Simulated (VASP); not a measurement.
# Al in VASP: a series of runs, part 2 of 2

VASP 6.6.1.

**5. Single point, PBE, collinear spin**

This run uses another cell than the first one.

Input file INCAR:

```
PREC = Accurate
ENCUT = 520
EDIFF = 1E-6
ISMEAR = 0
SIGMA = 0.05
LREAL = F
LASPH = T
NELM = 150
ALGO = Normal
ISIF = 2
LWAVE = F
LCHARG = T
ISPIN = 2
MAGMOM = 0.5 0.5
LORBIT = 11
GGA = PE
LELF = T
LVHAR = T
NBANDS = 14
```

Input file KPOINTS:

```
Automatic mesh
0
Gamma
  1 1 24
```

Input file POSCAR:

```
Al
1.0
   11.3000000000      0.0000000000      0.0000000000
    0.0000000000      9.3000000000      0.0000000000
    0.0000000000      0.0000000000      2.7262854252
Al
2
Direct
    0.3975765202      0.5000000000      0.0000000000
    0.6024234798      0.5000000000      0.5000000000
```

Potentials or basis: VASP PAW PBE potentials, release 64 (Al).

The run is started by

```
> cat potpaw_PBE.64/Al/POTCAR > POTCAR
> mpirun -np 1 vasp_std > vasp.out
```

OUTCAR:

```text
PREC = Accurate
   ENCUT = 520
   EDIFF = 1E-6
   ISMEAR = 0
   LREAL = F
   LASPH = T
   NELM = 150
   ISIF = 2
   ISPIN = 2
   LORBIT = 11
   GGA = PE

 ion  position               nearest neighbor table
   1  0.398  0.500  0.000-   2 2.69   2 2.69
   2  0.602  0.500  0.500-   1 2.69   1 2.69

  LATTYP: Found a simple orthorhombic cell.
 ALAT       =     2.7262854252
 B/A-ratio  =     3.4112349037
 C/A-ratio  =     4.1448338078

  Lattice vectors:

 A1 = (   0.0000000000,   0.0000000000,  -2.7262854252)
 A2 = (   0.0000000000,   9.3000000000,   0.0000000000)
 A3 = (  11.3000000000,   0.0000000000,   0.0000000000)

Analysis of symmetry for initial positions (statically):
=====================================================================
 Subroutine PRICEL returns:
 Original cell was already a primitive cell.

 Routine SETGRP: Setting up the symmetry group for a
 simple orthorhombic supercell.

 Subroutine GETGRP returns: Found  8 space group operations
 (whereof  4 operations were pure point group operations)
 out of a pool of  8 trial point group operations.

The static configuration has the point symmetry C_2v.
 The point group associated with its full space group is D_2h.

Analysis of symmetry for dynamics (positions and initial velocities):
=====================================================================
 Subroutine PRICEL returns:
 Original cell was already a primitive cell.

 Routine SETGRP: Setting up the symmetry group for a
 simple orthorhombic supercell.

 Subroutine GETGRP returns: Found  8 space group operations
 (whereof  4 operations were pure point group operations)
 out of a pool of  8 trial point group operations.

The dynamic configuration has the point symmetry C_2v.
 The point group associated with its full space group is D_2h.

Analysis of structural, dynamic, and magnetic symmetry:
=====================================================================
 Subroutine PRICEL returns:
 Original cell was already a primitive cell.

 Routine SETGRP: Setting up the symmetry group for a
 simple orthorhombic supercell.

 Subroutine GETGRP returns: Found  8 space group operations
 (whereof  4 operations were pure point group operations)
 out of a pool of  8 trial point group operations.

The overall configuration has the point symmetry C_2v.
 The point group associated with its full space group is D_2h.

 Subroutine INISYM returns: Found  8 space group operations
 (whereof  4 operations are pure point group operations),
 and found     1 'primitive' translations

----------------------------------------------------------------------------------------

                                     Primitive cell

  volume of cell :     286.5053

  direct lattice vectors                    reciprocal lattice vectors
    11.300000000  0.000000000  0.000000000     0.088495575  0.000000000  0.000000000
     0.000000000  9.300000000  0.000000000     0.000000000  0.107526882  0.000000000
     0.000000000  0.000000000  2.726285425     0.000000000  0.000000000  0.366799452

  length of vectors
    11.300000000  9.300000000  2.726285425     0.088495575  0.107526882  0.366799452

  position of ions in fractional coordinates (direct lattice)
     0.397576520  0.500000000  0.000000000
     0.602423480  0.500000000  0.500000000

  ion indices of the primitive-cell ions
   primitive index   ion index
                 1           1
                 2           2
[... 82 lines left out ...]
  Fermi-wavevector in a.u.,A,eV,Ry     =   0.451247  0.852733  2.770471  0.203624
  Thomas-Fermi vector in A             =   1.432389
   LORBIT       =     11    0 simple, 1 ext, 2 COOP (PROOUT), +10 PAW based schemes
   GGA     = PE    functional components
   LHFCALC =     F    Hartree Fock is set to
   AEXX    =    0.0000 exact exchange contribution
   IVDW    =     0    specifies the selected vdW correction
   LEPSILON=     F    determine dielectric tensor
   LRPA    =     F    only Hartree local field effects (RPA)
 spin polarized calculation
 Gauss-broadening in eV      SIGMA  =   0.05
  energy-cutoff  :      520.00
  volume of cell :      286.51
 maximum number of plane-waves:      7758
   NGX = 43   NGY = 35   NGZ = 11

 number of electron       6.0000000 magnetization       0.0002860

 number of electron       6.0000000 magnetization      -0.0000029

 Free energy of the ion-electron system (eV)
  ---------------------------------------------------
  ext. energy  EPLUGINS =         0.00000000
  ---------------------------------------------------
  free energy    TOTEN  =        -5.01369097 eV

  energy without entropy =       -5.01171636  energy(sigma->0) =       -5.01270366

 E-fermi :  -2.8379     XC(G=0):  -2.7669

 val. band max:       -2.8859975797   @ k =   0.0000   0.0000   0.4583
 cond. band min:      -2.7876888602   @ k =   0.0000   0.0000   0.3750
 fundamental gap:      0.0983087195
 Fermi energy:        -2.8379458578

 spin component 1

 k-point     1 :       0.0000    0.0000    0.0000
  band No.  band energies     occupation
      1     -10.3818      1.00000
      2      -7.0551      1.00000
      3      -3.9435      1.00000
      4      -3.4627      1.00000
      5      -1.3846      0.00000
      6       0.3916      0.00000
      7       0.7697      0.00000
      8       1.2363      0.00000
      9       1.8153      0.00000
     10       2.0632      0.00000
     11       2.8843      0.00000
     12       3.7411      0.00000
     13       3.7908      0.00000
     14       3.9378      0.00000
[... 189 lines left out ...]
  band No.  band energies     occupation
      1      -5.6017      1.00000
      2      -5.6017      1.00000
      3      -2.2001      0.00000
      4      -2.2001      0.00000
      5       0.7098      0.00000
      6       0.7098      0.00000
      7       1.2104      0.00000
      8       1.2104      0.00000
      9       3.5557      0.00000
     10       3.5557      0.00000
     11       5.1980      0.00000
     12       5.1980      0.00000
     13       6.0583      0.00000
     14       6.0583      0.00000
 Fermi energy:        -2.8379458578

 spin component 2

 k-point     1 :       0.0000    0.0000    0.0000
  band No.  band energies     occupation
      1     -10.3818      1.00000
      2      -7.0551      1.00000
      3      -3.9435      1.00000
      4      -3.4627      1.00000
      5      -1.3846      0.00000
      6       0.3923      0.00000
      7       0.7697      0.00000
      8       1.2320      0.00000
      9       1.8139      0.00000
     10       2.0626      0.00000
     11       2.8795      0.00000
     12       3.7405      0.00000
     13       3.7910      0.00000
     14       3.9410      0.00000
[... 190 lines left out ...]
      1      -5.6017      1.00000
      2      -5.6017      1.00000
      3      -2.2001      0.00000
      4      -2.2001      0.00000
      5       0.7098      0.00000
      6       0.7098      0.00000
      7       1.2104      0.00000
      8       1.2104      0.00000
      9       3.5557      0.00000
     10       3.5557      0.00000
     11       5.1985      0.00000
     12       5.1985      0.00000
     13       6.0574      0.00000
     14       6.0574      0.00000

------------------------ aborting loop because EDIFF is reached ----------------------------------------

  FORCE on cell =-STRESS in cart. coord.  units (eV):
  Direction    XX          YY          ZZ          XY          YZ          ZX
  --------------------------------------------------------------------------------------
  -------------------------------------------------------------------------------------
  Total        0.7871872      0.0469956     -3.6892050      0.0000000      0.0000000      0.0000000
  in kB        4.4020591      0.2628057    -20.6305429      0.0000000      0.0000000      0.0000000
  external PRESSURE =      -5.3218927 kB  Pullay stress =       0.0000000 kB

 VOLUME and BASIS-vectors are now :
 -----------------------------------------------------------------------------
  energy-cutoff  :      520.00
  volume of cell :      286.51
      direct lattice vectors                 reciprocal lattice vectors
    11.300000000  0.000000000  0.000000000     0.088495575  0.000000000  0.000000000
     0.000000000  9.300000000  0.000000000     0.000000000  0.107526882  0.000000000
     0.000000000  0.000000000  2.726285425     0.000000000  0.000000000  0.366799452

 POSITION                                       TOTAL-FORCE (eV/Angst)
 -----------------------------------------------------------------------------------
      4.49261      4.65000      0.00000        -0.363038      0.000000      0.000000
      6.80739      4.65000      1.36314         0.363038      0.000000      0.000000
 -----------------------------------------------------------------------------------
    total drift:                                0.000000      0.000000     -0.000000

  FREE ENERGIE OF THE ION-ELECTRON SYSTEM (eV)
  ---------------------------------------------------
  free  energy   TOTEN  =        -5.0136909732 eV

  energy  without entropy=       -5.0117163564  energy(sigma->0) =       -5.01270366

 total charge

# of ion       s       p       d       tot
------------------------------------------
    1        0.489   0.282   0.000   0.771
    2        0.489   0.282   0.000   0.771
--------------------------------------------------
tot          0.979   0.563   0.000   1.542

 magnetization (x)

# of ion       s       p       d       tot
------------------------------------------
    1        0.000   0.000   0.000   0.000
    2        0.000   0.000   0.000   0.000
--------------------------------------------------
tot          0.000   0.000   0.000   0.000
```

stdout:

```text
POSCAR found type information on POSCAR Al
 POSCAR found :  1 types and       2 ions
 scaLAPACK will be used
 LDA part: xc-table for (Slater+PW92), standard interpolation
 POSCAR, INCAR and KPOINTS ok, starting setup
 FFT: planning ... GRIDC
 FFT: planning ... GRID_SOFT
 FFT: planning ... GRID
 WAVECAR not read
 entering main loop
```

It took 2.8 min on 1 thread of Intel Xeon 8259CL, shared host; peak memory 0.44 GiB.

What came out:

```
Free energy                                           : -5.0137 eV
Largest force                                         : 0.363 eV/Å
Band gap on the k mesh                                : zero (filled and empty bands overlap)
Net moment                                            : 0.00 μB per cell
Valence electrons inside the program's atomic spheres : Al 0.77
```

Forces in eV/Å, atoms in the order of the input:
```
Al  -0.363  0.000  0.000
Al   0.363  0.000  0.000
```

**6. The runs side by side**

| cell | k mesh | gap on the mesh (eV) | moment (μB) | largest force (eV/Å) |
| --- | --- | --- | --- | --- |
| a = 11.300, b = 9.300, c = 2.456 Å, 2 atoms, atomic positions A | 1 × 1 × 24 | none | 0.00 | - |
| a = 10.200, b = 9.300, c = 4.630 Å, 2 atoms, atomic positions B | 1 × 1 × 14 | none | 0.69 | 0.37 |
| a = 10.200, b = 9.300, c = 4.743 Å, 2 atoms, atomic positions C | 1 × 1 × 14 | none | 0.71 | 0.01 |
| a = 11.300, b = 9.300, c = 2.726 Å, 2 atoms, atomic positions D | 1 × 1 × 24 | none | 0.00 | 0.36 |

Alike in all rows: task single point; level PBE; potentials or basis VASP PAW PBE potentials, release 64 (Al); spin collinear; cutoff (eV) 520; smearing gaussian 0.05 eV.

Total energies depend on the potentials used, so only differences within one code and one set of settings carry meaning.

The gap in the log of VASP goes by the Fermi energy; the results here count the filled bands.